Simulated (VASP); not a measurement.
# TmNbTe3 in VASP: further runs

TmNbTe3 is run at these levels: PBE; tasks: single point, relaxation of cell and atoms.

Program: VASP 6.6.1. These are calculated values, not measurements. Logs are shortened: lines on timing, memory, paths and dates and some standing lists are left out, and cuts for length are marked.

## 1. The cell of the first run

It takes space group Pm-3m (No. 221, cubic). The conventional cell has a = 5.411 Å, b = 5.411 Å, c = 5.411 Å, α = 90.00°, β = 90.00°, γ = 90.00°. Within 5.0 Å of Tm (site symmetry m-3m) lie 12 Te at 3.83 Å and 8 Nb at 4.69 Å. Nb (site symmetry m-3m) has 6 Te at 2.71 Å within 3.6 Å. Te (site symmetry 4/mmm) has 2 Nb at 2.71 Å within 3.6 Å.

The cell was built from a structure type or drawn by symmetry, and may not be a known phase.

## 2. Single point, PBE, collinear spin

INCAR

```
SYSTEM = TmNbTe3
ALGO = Normal
EDIFF = 1E-6
ENCUT = 500
GGA = PE
GGA_COMPAT = .False.
ISIF = 2
ISMEAR = 0
ISPIN = 2
LASPH = .True.
LCHARG = .False.
LMAXMIX = 6
LORBIT = 11
LREAL = .False.
LWAVE = .False.
MAGMOM = 0 1 0 0 0
NBANDS = 32
NELM = 200
PREC = Accurate
SIGMA = 0.1
```

KPOINTS

```
k-points
0
Gamma
  4 4 4
  0 0 0
```

POSCAR

```
TmNbTe3
1.0
    5.4108829674      0.0000000000      0.0000000000
    0.0000000000      5.4108829674      0.0000000000
    0.0000000000      0.0000000000      5.4108829674
Tm Nb Te
1 1 3
Direct
    0.0000000000      0.0000000000      0.0000000000
    0.5000000000      0.5000000000      0.5000000000
    0.5000000000      0.5000000000      0.0000000000
    0.0000000000      0.5000000000      0.5000000000
    0.5000000000      0.0000000000      0.5000000000
```

Potentials or basis: VASP PAW PBE potentials, release 64 (Tm_3, Nb_sv, Te), 4f in core.

Started as:

```bash
> cat potpaw_PBE.64/Tm_3/POTCAR potpaw_PBE.64/Nb_sv/POTCAR potpaw_PBE.64/Te/POTCAR > POTCAR
> mpirun -np 1 vasp_std > vasp.out
```

OUTCAR:

```text
SYSTEM = TmNbTe3
   EDIFF = 1E-6
   ENCUT = 500
   GGA = PE
   ISIF = 2
   ISMEAR = 0
   ISPIN = 2
   LASPH = .True.
   LORBIT = 11
   LREAL = .False.
   NELM = 200
   PREC = Accurate

 ion  position               nearest neighbor table
   1  0.000  0.000  0.000-
   2  0.500  0.500  0.500-   3 2.71   4 2.71   5 2.71   3 2.71   5 2.71   4 2.71
   3  0.500  0.500  0.000-   2 2.71   2 2.71
   4  0.000  0.500  0.500-   2 2.71   2 2.71
   5  0.500  0.000  0.500-   2 2.71   2 2.71

  LATTYP: Found a simple cubic cell.
 ALAT       =     5.4108829674

  Lattice vectors:

 A1 = (   5.4108829674,   0.0000000000,   0.0000000000)
 A2 = (   0.0000000000,   5.4108829674,   0.0000000000)
 A3 = (   0.0000000000,   0.0000000000,   5.4108829674)

Analysis of symmetry for initial positions (statically):
=====================================================================
 Subroutine PRICEL returns:
 Original cell was already a primitive cell.

 Routine SETGRP: Setting up the symmetry group for a
 simple cubic supercell.

 Subroutine GETGRP returns: Found 48 space group operations
 (whereof 48 operations were pure point group operations)
 out of a pool of 48 trial point group operations.

The static configuration has the point symmetry O_h .

Analysis of symmetry for dynamics (positions and initial velocities):
=====================================================================
 Subroutine PRICEL returns:
 Original cell was already a primitive cell.

 Routine SETGRP: Setting up the symmetry group for a
 simple cubic supercell.

 Subroutine GETGRP returns: Found 48 space group operations
 (whereof 48 operations were pure point group operations)
 out of a pool of 48 trial point group operations.

The dynamic configuration has the point symmetry O_h .

Analysis of structural, dynamic, and magnetic symmetry:
=====================================================================
 Subroutine PRICEL returns:
 Original cell was already a primitive cell.

 Routine SETGRP: Setting up the symmetry group for a
 simple cubic supercell.

 Subroutine GETGRP returns: Found 48 space group operations
 (whereof 48 operations were pure point group operations)
 out of a pool of 48 trial point group operations.

The overall configuration has the point symmetry O_h .

 Subroutine INISYM returns: Found 48 space group operations
 (whereof 48 operations are pure point group operations),
 and found     1 'primitive' translations

----------------------------------------------------------------------------------------

                                     Primitive cell

  volume of cell :     158.4180

  direct lattice vectors                    reciprocal lattice vectors
     5.410882967  0.000000000  0.000000000     0.184812720  0.000000000  0.000000000
     0.000000000  5.410882967  0.000000000     0.000000000  0.184812720  0.000000000
     0.000000000  0.000000000  5.410882967     0.000000000  0.000000000  0.184812720

  length of vectors
     5.410882967  5.410882967  5.410882967     0.184812720  0.184812720  0.184812720

  position of ions in fractional coordinates (direct lattice)
     0.000000000  0.000000000  0.000000000
     0.500000000  0.500000000  0.500000000
     0.500000000  0.500000000  0.000000000
     0.000000000  0.500000000  0.500000000
     0.500000000  0.000000000  0.500000000

  ion indices of the primitive-cell ions
   primitive index   ion index
                 1           1
                 2           2
                 3           3
                 4           4
                 5           5

----------------------------------------------------------------------------------------

 KPOINTS: k-points

Automatic generation of k-mesh.
 Grid dimensions read from file:
 generate k-points for:    4    4    4

 Generating k-lattice:

  Cartesian coordinates                     Fractional coordinates (reciprocal lattice)
     0.046203180  0.000000000  0.000000000     0.250000000  0.000000000  0.000000000
     0.000000000  0.046203180  0.000000000     0.000000000  0.250000000  0.000000000
     0.000000000  0.000000000  0.046203180     0.000000000  0.000000000  0.250000000

  Length of vectors
     0.046203180  0.046203180  0.046203180

  Shift w.r.t. Gamma in fractional coordinates (k-lattice)
     0.000000000  0.000000000  0.000000000

 Subroutine IBZKPT returns following result:
 ===========================================

 Found     10 irreducible k-points:

 Following reciprocal coordinates:
            Coordinates               Weight
  0.000000  0.000000  0.000000      1.000000
  0.250000  0.000000  0.000000      6.000000
  0.500000  0.000000  0.000000      3.000000
  0.250000  0.250000  0.000000     12.000000
  0.500000  0.250000  0.000000     12.000000
  0.500000  0.500000  0.000000      3.000000
  0.250000  0.250000  0.250000      8.000000
  0.500000  0.250000  0.250000     12.000000
  0.500000  0.500000  0.250000      6.000000
  0.500000  0.500000  0.500000      1.000000
   k-points           NKPTS =     10   k-points in BZ     NKDIM =     10   number of bands    NBANDS=     32
   number of dos      NEDOS =    301   number of ions     NIONS =      5
   total plane-waves  NPLWV =  64000
   dimension x,y,z NGX =    40 NGY =   40 NGZ =   40
   dimension x,y,z NGXF=    80 NGYF=   80 NGZF=   80
   ions per type =               1   1   3
   NGX,Y,Z   is equivalent  to a cutoff of  12.29, 12.29, 12.29 a.u.
   NGXF,Y,Z  is equivalent  to a cutoff of  24.58, 24.58, 24.58 a.u.
 SYSTEM =  TmNbTe3
   PREC   = accura    normal or accurate (medium, high low for compatibility)
   ISTART =      0    job   : 0-new  1-cont  2-samecut
   ICHARG =      2    charge: 1-file 2-atom 10-const
   ISPIN  =      2    spin polarized calculation?
   LNONCOLLINEAR =      F non collinear calculations
   LSORBIT =      F    spin-orbit coupling
   LASPH  =      T    aspherical Exc in radial PAW
   ENCUT  =  500.0 eV  36.75 Ry    6.06 a.u.   9.87  9.87  9.87*2*pi/ulx,y,z
   NELM   =    200;   NELMIN=  2; NELMDL= -5     # of ELM steps
   EDIFF  = 0.1E-05   stopping-criterion for ELM
   LREAL  =      F    real-space projection
   EDIFFG = 0.1E-04   stopping-criterion for IOM
   NSW    =      0    number of steps for IOM
   IBRION =     -1    ionic relax: 0-MD 1-quasi-New 2-CG
   NFREE  =      0    steps in history (QN), initial steepest desc. (CG)
   ISIF   =      2    stress and relaxation
   ISYM   =      2    0-nonsym 1-usesym 2-fastsym
   POTIM  = 0.5000    time-step for ionic-motion
   TEBEG  =    0.0;   TEEND  =   0.0 temperature during run
   PSTRESS=    0.0 pullay stress
   NELECT =      40.0000    total number of electrons
   NUPDOWN=      -1.0000    fix difference up-down
   EMIN   =  10.00;   EMAX   =-10.00  energy-range for DOS
   EFERMI =   0.00;   METHOD = LEGACY
   ISMEAR =     0;   SIGMA  =   0.10  broadening in eV -4-tet -1-fermi 0-gaus
   EFERMI_NEDOS =   21; number of points for ismear=-14 and -15
   IALGO  =     38    algorithm
   IMIX   =      4    mixing-type and parameters
     AMIX     =   0.40;   BMIX     =  1.00
     AMIX_MAG =   1.60;   BMIX_MAG =  1.00
  volume/ion in A,a.u.               =      31.68       213.81
  Fermi-wavevector in a.u.,A,eV,Ry     =   1.034729  1.955355 14.567274  1.070664
  Thomas-Fermi vector in A             =   2.169038
   LORBIT       =     11    0 simple, 1 ext, 2 COOP (PROOUT), +10 PAW based schemes
   GGA     = PE    functional components
   LHFCALC =     F    Hartree Fock is set to
   AEXX    =    0.0000 exact exchange contribution
   IVDW    =     0    specifies the selected vdW correction
   LEPSILON=     F    determine dielectric tensor
   LRPA    =     F    only Hartree local field effects (RPA)
 spin polarized calculation
 Gauss-broadening in eV      SIGMA  =   0.10
  energy-cutoff  :      500.00
  volume of cell :      158.42
 maximum number of plane-waves:      4068
 NGX is ok and might be reduce to    40
   NGX = 19   NGY = 19   NGZ = 19

 number of electron      40.0000007 magnetization       0.7749744

 Free energy of the ion-electron system (eV)
  ---------------------------------------------------
  ext. energy  EPLUGINS =         0.00000000
  ---------------------------------------------------
  free energy    TOTEN  =       -24.21610161 eV

  energy without entropy =      -24.18634113  energy(sigma->0) =      -24.20122137

 E-fermi :   6.0982     XC(G=0):  -9.4393

 val. band max:        6.0859430811   @ k =   0.5000   0.2500   0.0000
 cond. band min:       6.0984203146   @ k =   0.2500   0.2500   0.0000
 fundamental gap:      0.0124772335
 Fermi energy:         6.0981530687

 spin component 1

 k-point     1 :       0.0000    0.0000    0.0000
  band No.  band energies     occupation
      1     -49.7615      1.00000
      2     -25.9168      1.00000
      3     -25.9168      1.00000
      4     -25.9168      1.00000
      5     -21.8964      1.00000
      6     -21.8964      1.00000
[... 339 lines left out ...]
     31      11.4043      0.00000
     32      12.1862      0.00000
 Fermi energy:         6.0981530687

 spin component 2

 k-point     1 :       0.0000    0.0000    0.0000
  band No.  band energies     occupation
      1     -49.4744      1.00000
      2     -25.5890      1.00000
      3     -25.5890      1.00000
      4     -25.5890      1.00000
      5     -21.8427      1.00000
      6     -21.8427      1.00000
[... 339 lines left out ...]
     31      11.5154      0.00000
     32      12.2999      0.00000

------------------------ aborting loop because EDIFF is reached ----------------------------------------

  FORCE on cell =-STRESS in cart. coord.  units (eV):
  Direction    XX          YY          ZZ          XY          YZ          ZX
  --------------------------------------------------------------------------------------
  -------------------------------------------------------------------------------------
  Total        0.1126681      0.1126681      0.1126681     -0.0000000     -0.0000000     -0.0000000
  in kB        1.1394812      1.1394812      1.1394812     -0.0000000     -0.0000000     -0.0000000
  external PRESSURE =       1.1394812 kB  Pullay stress =       0.0000000 kB

 VOLUME and BASIS-vectors are now :
 -----------------------------------------------------------------------------
  energy-cutoff  :      500.00
  volume of cell :      158.42
      direct lattice vectors                 reciprocal lattice vectors
     5.410882967  0.000000000  0.000000000     0.184812720  0.000000000  0.000000000
     0.000000000  5.410882967  0.000000000     0.000000000  0.184812720  0.000000000
     0.000000000  0.000000000  5.410882967     0.000000000  0.000000000  0.184812720

 POSITION                                       TOTAL-FORCE (eV/Angst)
 -----------------------------------------------------------------------------------
      0.00000      0.00000      0.00000         0.000000      0.000000      0.000000
      2.70544      2.70544      2.70544         0.000000      0.000000      0.000000
      2.70544      2.70544      0.00000         0.000000      0.000000      0.000000
      0.00000      2.70544      2.70544         0.000000      0.000000      0.000000
      2.70544      0.00000      2.70544         0.000000      0.000000      0.000000
 -----------------------------------------------------------------------------------
    total drift:                                0.000000      0.000000     -0.000000

  FREE ENERGIE OF THE ION-ELECTRON SYSTEM (eV)
  ---------------------------------------------------
  free  energy   TOTEN  =       -24.2161016062 eV

  energy  without entropy=      -24.1863411261  energy(sigma->0) =      -24.20122137

 total charge

# of ion       s       p       d       tot
------------------------------------------
    1        0.426   6.180   0.588   7.194
    2        2.147   6.006   2.520  10.673
    3        1.373   2.024   0.039   3.436
    4        1.373   2.024   0.039   3.436
    5        1.373   2.024   0.039   3.436
--------------------------------------------------
tot          6.691  18.257   3.226  28.174

 magnetization (x)

# of ion       s       p       d       tot
------------------------------------------
    1        0.044   0.011   0.077   0.132
    2        0.003   0.004   0.419   0.426
    3       -0.001  -0.010   0.004  -0.007
    4       -0.001  -0.010   0.004  -0.007
    5       -0.001  -0.010   0.004  -0.007
--------------------------------------------------
tot          0.046  -0.015   0.506   0.537
```

Run time: 46 s. Hardware: 1 thread of AMD EPYC 9R45 (Zen 5), shared host; peak memory 0.29 GiB.

Results:

```yaml
Free_energy: -24.2161 eV
Pressure: 0.1 GPa
Net_moment: 0.77 μB per cell
Site_moments: Tm +0.13; Nb +0.43; Te -0.01 μB
Valence_electrons_inside_the_program's_atomic_spheres: Tm 7.19; Nb 10.67; Te 3.44
```

Caveat: the magnetic or orbital state may not be the lowest; spin-orbit coupling is left out, which moves the levels of the heavy elements; the 4f electrons are frozen in the core, so they carry no moment and show no levels.

[end of part 1 of 2]
